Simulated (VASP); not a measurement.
# Mg in VASP: a series of runs

Mg is run at these levels: PBE; tasks: single point.

Program: VASP 6.6.1. These are calculated values, not measurements. Logs are shortened: lines on timing, memory, paths and dates and some standing lists are left out, and cuts for length are marked.

## (1) The cell of the first run

The cell holds a sheet with vacuum, 1 atom: a = 3.056 Å, b = 3.056 Å, c = 23.800 Å, α = 90.00°, β = 90.00°, γ = 120.00°.

## (2) Single point, PBE

INCAR reads:

```
ALGO = Normal ; DIPOL = 0.5 0.5 0.294
EDIFF = 1E-7 ; ENCUT = 520
GGA = PE ; IDIPOL = 3
ISIF = 2 ; ISMEAR = 0
LASPH = T ; LCHARG = F
LDIPOL = T ; LREAL = F
LWAVE = F ; NBANDS = 7
NELM = 100 ; PREC = Accurate
SIGMA = 0.1
```

KPOINTS reads:

```
k-points
0
Gamma
  24 24 1
```

POSCAR reads:

```
Mg
1.0
    3.0558349657     -0.0000002789      0.0000000000
   -1.5279172413      2.6464308495      0.0000000000
    0.0000000000      0.0000000000     23.8000000000
Mg
1
Direct
    0.0000000000      0.0000000000      0.2941176471
```

Potentials or basis: VASP PAW PBE potentials, release 64 (Mg).

Command:

```console
$ cat potpaw_PBE.64/Mg/POTCAR > POTCAR
$ mpirun -np 1 vasp_std > vasp.out
```

OUTCAR:

```text
EDIFF = 1E-7
   ENCUT = 520
   GGA = PE
   ISIF = 2
   ISMEAR = 0
   LASPH = T
   LREAL = F
   NELM = 100
   PREC = Accurate

 ion  position               nearest neighbor table
   1  0.000  0.000  0.294-

  LATTYP: Found a hexagonal cell.
 ALAT       =     3.0558349657
 C/A-ratio  =     7.7883787139

  Lattice vectors:

 A1 = (   3.0558349657,  -0.0000002789,   0.0000000000)
 A2 = (  -1.5279172413,   2.6464308495,   0.0000000000)
 A3 = (   0.0000000000,   0.0000000000,  23.8000000000)

Analysis of symmetry for initial positions (statically):
=====================================================================
 Subroutine PRICEL returns:
 Original cell was already a primitive cell.

 Routine SETGRP: Setting up the symmetry group for a
 hexagonal supercell.

 Subroutine GETGRP returns: Found 24 space group operations
 (whereof 12 operations were pure point group operations)
 out of a pool of 24 trial point group operations.

The static configuration has the point symmetry C_6v.
 The point group associated with its full space group is D_6h.

Analysis of symmetry for dynamics (positions and initial velocities):
=====================================================================
 Subroutine PRICEL returns:
 Original cell was already a primitive cell.

 Routine SETGRP: Setting up the symmetry group for a
 hexagonal supercell.

 Subroutine GETGRP returns: Found 24 space group operations
 (whereof 12 operations were pure point group operations)
 out of a pool of 24 trial point group operations.

The dynamic configuration has the point symmetry C_6v.
 The point group associated with its full space group is D_6h.

 Subroutine INISYM returns: Found 24 space group operations
 (whereof 12 operations are pure point group operations),
 and found     1 'primitive' translations

----------------------------------------------------------------------------------------

                                     Primitive cell

  volume of cell :     192.4719

  direct lattice vectors                    reciprocal lattice vectors
     3.055834966 -0.000000279  0.000000000     0.327242820  0.188933691  0.000000000
    -1.527917241  2.646430850  0.000000000     0.000000034  0.377867441  0.000000000
     0.000000000  0.000000000 23.800000000     0.000000000  0.000000000  0.042016807

  length of vectors
     3.055834966  3.055834966 23.800000000     0.377867441  0.377867441  0.042016807

  position of ions in fractional coordinates (direct lattice)
     0.000000000  0.000000000  0.294117647

  ion indices of the primitive-cell ions
   primitive index   ion index
                 1           1

----------------------------------------------------------------------------------------

 KPOINTS: k-points

Automatic generation of k-mesh.
 Grid dimensions read from file:
 generate k-points for:   24   24    1

 Generating k-lattice:

  Cartesian coordinates                     Fractional coordinates (reciprocal lattice)
     0.013635118  0.007872237  0.000000000     0.041666667 -0.000000000  0.000000000
     0.000000001  0.015744477  0.000000000     0.000000000  0.041666667  0.000000000
     0.000000000  0.000000000  0.042016807     0.000000000  0.000000000  1.000000000

  Length of vectors
     0.015744477  0.015744477  0.042016807

  Shift w.r.t. Gamma in fractional coordinates (k-lattice)
     0.000000000  0.000000000  0.000000000

 Subroutine IBZKPT returns following result:
 ===========================================

 Found     61 irreducible k-points:

 Following reciprocal coordinates:
            Coordinates               Weight
  0.000000  0.000000  0.000000      1.000000
  0.041667  0.000000  0.000000      6.000000
  0.083333  0.000000  0.000000      6.000000
  0.125000 -0.000000  0.000000      6.000000
  0.166667  0.000000  0.000000      6.000000
  0.208333 -0.000000  0.000000      6.000000
[... 16 lines left out ...]
  0.416667  0.041667  0.000000     12.000000
  0.458333  0.041667  0.000000     12.000000
 [... further k-points ...]
   k-points           NKPTS =     61   k-points in BZ     NKDIM =     61   number of bands    NBANDS=      7
   number of dos      NEDOS =    301   number of ions     NIONS =      1
   total plane-waves  NPLWV = 103680
   dimension x,y,z NGX =    24 NGY =   24 NGZ =  180
   dimension x,y,z NGXF=    48 NGYF=   48 NGZF=  360
   ions per type =               1
   NGX,Y,Z   is equivalent  to a cutoff of  13.06, 13.06, 12.57 a.u.
   NGXF,Y,Z  is equivalent  to a cutoff of  26.11, 26.11, 25.15 a.u.
 SYSTEM =  unknown system
   PREC   = accura    normal or accurate (medium, high low for compatibility)
   ISTART =      0    job   : 0-new  1-cont  2-samecut
   ICHARG =      2    charge: 1-file 2-atom 10-const
   ISPIN  =      1    spin polarized calculation?
   LNONCOLLINEAR =      F non collinear calculations
   LSORBIT =      F    spin-orbit coupling
   LASPH  =      T    aspherical Exc in radial PAW
   ENCUT  =  520.0 eV  38.22 Ry    6.18 a.u.   5.68  5.68 44.25*2*pi/ulx,y,z
   NELM   =    100;   NELMIN=  2; NELMDL= -5     # of ELM steps
   EDIFF  = 0.1E-06   stopping-criterion for ELM
   LREAL  =      F    real-space projection
   EDIFFG = 0.1E-05   stopping-criterion for IOM
   NSW    =      0    number of steps for IOM
   IBRION =     -1    ionic relax: 0-MD 1-quasi-New 2-CG
   NFREE  =      0    steps in history (QN), initial steepest desc. (CG)
   ISIF   =      2    stress and relaxation
   ISYM   =      2    0-nonsym 1-usesym 2-fastsym
   POTIM  = 0.5000    time-step for ionic-motion
   TEBEG  =    0.0;   TEEND  =   0.0 temperature during run
   PSTRESS=    0.0 pullay stress
   NELECT =       2.0000    total number of electrons
   NUPDOWN=      -1.0000    fix difference up-down
   EMIN   =  10.00;   EMAX   =-10.00  energy-range for DOS
   EFERMI =   0.00;   METHOD = LEGACY
   ISMEAR =     0;   SIGMA  =   0.10  broadening in eV -4-tet -1-fermi 0-gaus
   EFERMI_NEDOS =   21; number of points for ismear=-14 and -15
   IALGO  =     38    algorithm
   IMIX   =      4    mixing-type and parameters
     AMIX     =   0.40;   BMIX     =  1.00
     AMIX_MAG =   1.60;   BMIX_MAG =  1.00
  volume/ion in A,a.u.               =     192.47      1298.86
  Fermi-wavevector in a.u.,A,eV,Ry     =   0.357242  0.675089  1.736399  0.127622
  Thomas-Fermi vector in A             =   1.274486
   LORBIT       =      0    0 simple, 1 ext, 2 COOP (PROOUT), +10 PAW based schemes
   GGA     = PE    functional components
   LHFCALC =     F    Hartree Fock is set to
   AEXX    =    0.0000 exact exchange contribution
   IVDW    =     0    specifies the selected vdW correction
   LEPSILON=     F    determine dielectric tensor
   LRPA    =     F    only Hartree local field effects (RPA)
 non-spin polarized calculation
 Gauss-broadening in eV      SIGMA  =   0.10
  energy-cutoff  :      520.00
  volume of cell :      192.47
 maximum number of plane-waves:      5225
 NGX is ok and might be reduce to    24
   NGX = 11   NGY = 11   NGZ = 89

 dipolmoment           0.000000      0.000000     -0.000001 electrons x Angstroem

 number of electron       2.0000000 magnetization

 dipolmoment           0.000000      0.000000      0.000001 electrons x Angstroem

 Free energy of the ion-electron system (eV)
  ---------------------------------------------------
  ext. energy  EPLUGINS =         0.00000000
  ---------------------------------------------------
  free energy    TOTEN  =        -0.91428481 eV

  energy without entropy =       -0.91207414  energy(sigma->0) =       -0.91317947

 E-fermi :  -2.7745     XC(G=0):  -1.7319

 val. band max:       -2.8456193681   @ k =   0.1250   0.0417   0.0000
 cond. band min:      -2.7384993797   @ k =   0.1667   0.0000   0.0000
 fundamental gap:      0.1071199885
 Fermi energy:        -2.7744944889

 k-point     1 :       0.0000    0.0000    0.0000
  band No.  band energies     occupation
      1      -7.8716      2.00000
      2      -3.3098      2.00000
      3      -0.1806      0.00000
      4       0.6650      0.00000
      5       0.8909      0.00000
      6       1.7303      0.00000
      7       1.7702      0.00000

 k-point     2 :       0.0417    0.0000    0.0000
  band No.  band energies     occupation
      1      -7.8342      2.00000
      2      -3.2741      2.00000
      3      -0.1437      0.00000
      4       0.7021      0.00000
      5       0.9281      0.00000
      6       1.7674      0.00000
      7       1.8072      0.00000

 k-point     3 :       0.0833    0.0000    0.0000
  band No.  band energies     occupation
      1      -7.7222      2.00000
      2      -3.1670      2.00000
      3      -0.0331      0.00000
      4       0.8133      0.00000
      5       1.0397      0.00000
      6       1.8786      0.00000
      7       1.9179      0.00000

 k-point     4 :       0.1250   -0.0000    0.0000
  band No.  band energies     occupation
      1      -7.5359      2.00000
      2      -2.9884      1.99752
      3       0.1510      0.00000
      4       0.9987      0.00000
      5       1.2257      0.00000
      6       2.0640      0.00000
      7       2.1020      0.00000

 k-point     5 :       0.1667    0.0000    0.0000
  band No.  band energies     occupation
      1      -7.2760      2.00000
      2      -2.7385      0.61072
      3       0.4077      0.00000
      4       1.2582      0.00000
      5       1.4858      0.00000
      6       2.3236      0.00000
      7       2.3586      0.00000
[... 161 lines left out ...]
 k-point    22 :       0.3750    0.0417    0.0000
  band No.  band energies     occupation
      1      -4.5606      2.00000
      2      -0.2484      0.00000
      3      -0.0602      0.00000
      4       3.2005      0.00000
      5       4.0389      0.00000
      6       4.2333      0.00000
      7       4.2775      0.00000

 k-point    23 :       0.4167    0.0417    0.0000
  band No.  band energies     occupation
      1      -3.8741      2.00000
      2      -1.1773      0.00000
      3       0.6528      0.00000
      4       3.2355      0.00000
      5       3.9115      0.00000
      6       4.7807      0.00000
      7       5.0132      0.00000

 k-point    24 :       0.4583    0.0417    0.0000
  band No.  band energies     occupation
      1      -3.2134      2.00000
      2      -1.9607      0.00000
      3       1.4297      0.00000
      4       2.3162      0.00000
      5       4.6701      0.00000
      6       5.4642      0.00000
      7       5.5964      0.00000

 [... further k-points ...]

------------------------ aborting loop because EDIFF is reached ----------------------------------------

 vacuum level on the upper side and lower side of the slab       (xc-potential included)        -0.015        -0.015

  FORCE on cell =-STRESS in cart. coord.  units (eV):
  Direction    XX          YY          ZZ          XY          YZ          ZX
  --------------------------------------------------------------------------------------
  -------------------------------------------------------------------------------------
  Total       -0.0098713     -0.0098713     -0.0002747     -0.0000000      0.0000000      0.0000000
  in kB       -0.0821710     -0.0821710     -0.0022867     -0.0000000      0.0000000      0.0000000
  external PRESSURE =      -0.0555429 kB  Pullay stress =       0.0000000 kB

 VOLUME and BASIS-vectors are now :
 -----------------------------------------------------------------------------
  energy-cutoff  :      520.00
  volume of cell :      192.47
      direct lattice vectors                 reciprocal lattice vectors
     3.055834966 -0.000000279  0.000000000     0.327242820  0.188933691  0.000000000
    -1.527917241  2.646430850  0.000000000     0.000000034  0.377867441  0.000000000
     0.000000000  0.000000000 23.800000000     0.000000000  0.000000000  0.042016807

 POSITION                                       TOTAL-FORCE (eV/Angst)
 -----------------------------------------------------------------------------------
      0.00000      0.00000      7.00000        -0.000000      0.000000      0.000000
 -----------------------------------------------------------------------------------
    total drift:                               -0.000000     -0.000000      0.000001

  FREE ENERGIE OF THE ION-ELECTRON SYSTEM (eV)
  ---------------------------------------------------
  free  energy   TOTEN  =        -0.9142848068 eV

  energy  without entropy=       -0.9120741421  energy(sigma->0) =       -0.91317947

 vacuum level on the upper side and lower side of the slab         0.796         0.796
```

It took 2.5 min on 1 thread of AMD EPYC 7R43 (Zen 3), shared host; peak memory 0.29 GiB.

What came out:

```yaml
Free_energy: -0.9143 eV
Band_gap_on_the_k_mesh: zero (band 1 reaches -1.46 eV, above the bottom of band 2 at -3.31 eV)
```

## (3) Single point, PBE

This run uses another cell than the first one, of 195.21 Å³/atom, 1.014 times its volume.

INCAR reads:

```
  PREC = Accurate
  ENCUT = 520
  EDIFF = 1E-6
  ISMEAR = 0
  SIGMA = 0.1
  LREAL = F
  LASPH = T
  NELM = 80
  ALGO = Normal
  ISIF = 2
  LWAVE = F
  LCHARG = F
  LDIPOL = T
  IDIPOL = 3
  DIPOL = 0.5 0.5 0.294
  GGA = PE
  NBANDS = 7
```

KPOINTS reads:

```
Automatic mesh
0
Gamma
  24 24 1
```

POSCAR reads:

```
Mg
1.0
    3.0775332139     -0.0000002809      0.0000000000
   -1.5387663637      2.6652220847      0.0000000000
    0.0000000000      0.0000000000     23.8000000000
Mg
1
Direct
    0.0000000000      0.0000000000      0.2941176471
```

Potentials or basis: VASP PAW PBE potentials, release 64 (Mg).

Command:

```console
$ cat potpaw_PBE.64/Mg/POTCAR > POTCAR
$ mpirun -np 1 vasp_std > vasp.out
```

OUTCAR:

```text
PREC = Accurate
   ENCUT = 520
   EDIFF = 1E-6
   ISMEAR = 0
   LREAL = F
   LASPH = T
   NELM = 80
   ISIF = 2
   GGA = PE

 ion  position               nearest neighbor table
   1  0.000  0.000  0.294-

  LATTYP: Found a hexagonal cell.
 ALAT       =     3.0775332139
 C/A-ratio  =     7.7334664960

  Lattice vectors:

 A1 = (   3.0775332139,  -0.0000002809,   0.0000000000)
 A2 = (  -1.5387663637,   2.6652220847,   0.0000000000)
 A3 = (   0.0000000000,   0.0000000000,  23.8000000000)

Analysis of symmetry for initial positions (statically):
=====================================================================
 Subroutine PRICEL returns:
 Original cell was already a primitive cell.

 Routine SETGRP: Setting up the symmetry group for a
 hexagonal supercell.

 Subroutine GETGRP returns: Found 24 space group operations
 (whereof 12 operations were pure point group operations)
 out of a pool of 24 trial point group operations.

The static configuration has the point symmetry C_6v.
 The point group associated with its full space group is D_6h.

Analysis of symmetry for dynamics (positions and initial velocities):
[... 172 lines left out ...]
      1      -7.8240      2.00000
      2      -3.2832      2.00000
      3      -0.1777      0.00000
      4       0.6548      0.00000
      5       0.8542      0.00000
      6       1.6864      0.00000
      7       1.7679      0.00000
[... 221 lines left out ...]
 k-point    24 :       0.4583    0.0417    0.0000
  band No.  band energies     occupation
      1      -3.2175      2.00000
      2      -2.0041      0.00000
      3       1.3881      0.00000
      4       2.2718      0.00000
      5       4.6046      0.00000
      6       5.3829      0.00000
      7       5.5178      0.00000

 [... further k-points ...]

------------------------ aborting loop because EDIFF is reached ----------------------------------------

 vacuum level on the upper side and lower side of the slab       (xc-potential included)        -0.008        -0.009

  FORCE on cell =-STRESS in cart. coord.  units (eV):
  Direction    XX          YY          ZZ          XY          YZ          ZX
  --------------------------------------------------------------------------------------
  -------------------------------------------------------------------------------------
  Total       -0.1356724     -0.1356724     -0.0004047      0.0000000      0.0000000      0.0000000
  in kB       -1.1134966     -1.1134966     -0.0033216      0.0000000      0.0000000      0.0000000
  external PRESSURE =      -0.7434383 kB  Pullay stress =       0.0000000 kB

 VOLUME and BASIS-vectors are now :
 -----------------------------------------------------------------------------
  energy-cutoff  :      520.00
  volume of cell :      195.21
      direct lattice vectors                 reciprocal lattice vectors
     3.077533214 -0.000000281  0.000000000     0.324935584  0.187601607  0.000000000
    -1.538766364  2.665222085  0.000000000     0.000000034  0.375203274  0.000000000
     0.000000000  0.000000000 23.800000000     0.000000000  0.000000000  0.042016807

 POSITION                                       TOTAL-FORCE (eV/Angst)
 -----------------------------------------------------------------------------------
      0.00000      0.00000      7.00000        -0.000000      0.000000      0.000000
 -----------------------------------------------------------------------------------
    total drift:                               -0.000000     -0.000000      0.000009

  FREE ENERGIE OF THE ION-ELECTRON SYSTEM (eV)
  ---------------------------------------------------
  free  energy   TOTEN  =        -0.9132469818 eV

  energy  without entropy=       -0.9105827868  energy(sigma->0) =       -0.91191488

 vacuum level on the upper side and lower side of the slab         0.791         0.791
```

OSZICAR:

```text
N       E                     dE             d eps       ncg     rms          rms(c)
DAV:   1     0.238822991106E+01    0.23882E+01   -0.59677E+02   854   0.171E+02
DAV:   2    -0.906170855817E+00   -0.32944E+01   -0.28576E+01  1113   0.147E+01
DAV:   3    -0.944711921327E+00   -0.38541E-01   -0.38430E-01  1134   0.265E+00
DAV:   4    -0.945233400706E+00   -0.52148E-03   -0.52147E-03  1253   0.298E-01
DAV:   5    -0.945247330612E+00   -0.13930E-04   -0.13929E-04  1225   0.372E-02    0.988E-01
DAV:   6    -0.924847149124E+00    0.20400E-01   -0.10249E-02  1064   0.240E-01    0.598E-01
DAV:   7    -0.912739486899E+00    0.12108E-01   -0.26798E-02  1134   0.405E-01    0.604E-02
DAV:   8    -0.913110153993E+00   -0.37067E-03   -0.78088E-04  1113   0.108E-01    0.193E-02
DAV:   9    -0.913091991946E+00    0.18162E-04   -0.32169E-05  1141   0.203E-02    0.985E-03
DAV:  10    -0.913062925593E+00    0.29066E-04   -0.12272E-04  1134   0.262E-02    0.454E-03
DAV:  11    -0.913115463204E+00   -0.52538E-04   -0.15372E-05   924   0.112E-02    0.327E-03
DAV:  12    -0.913197029502E+00   -0.81566E-04   -0.13039E-05  1008   0.114E-02    0.144E-03
DAV:  13    -0.913233320801E+00   -0.36291E-04   -0.31351E-06  1071   0.378E-03    0.119E-03
DAV:  14    -0.913238840336E+00   -0.55195E-05   -0.58876E-07  1106   0.210E-03    0.364E-04
DAV:  15    -0.913246529802E+00   -0.76895E-05   -0.43429E-07  1078   0.123E-03    0.228E-04
DAV:  16    -0.913246981849E+00   -0.45205E-06   -0.11663E-08  1127   0.285E-04
   1 F= -.91324698E+00 E0= -.91191488E+00  d E =-.266420E-02
```

Wall time 1.7 min (1 thread of AMD EPYC 7R43 (Zen 3), shared host); peak memory 0.3 GiB.

What came out:

- Free energy: -0.9132 eV
- Band gap on the k mesh: zero (band 1 reaches -1.48 eV, above the bottom of band 2 at -3.28 eV)
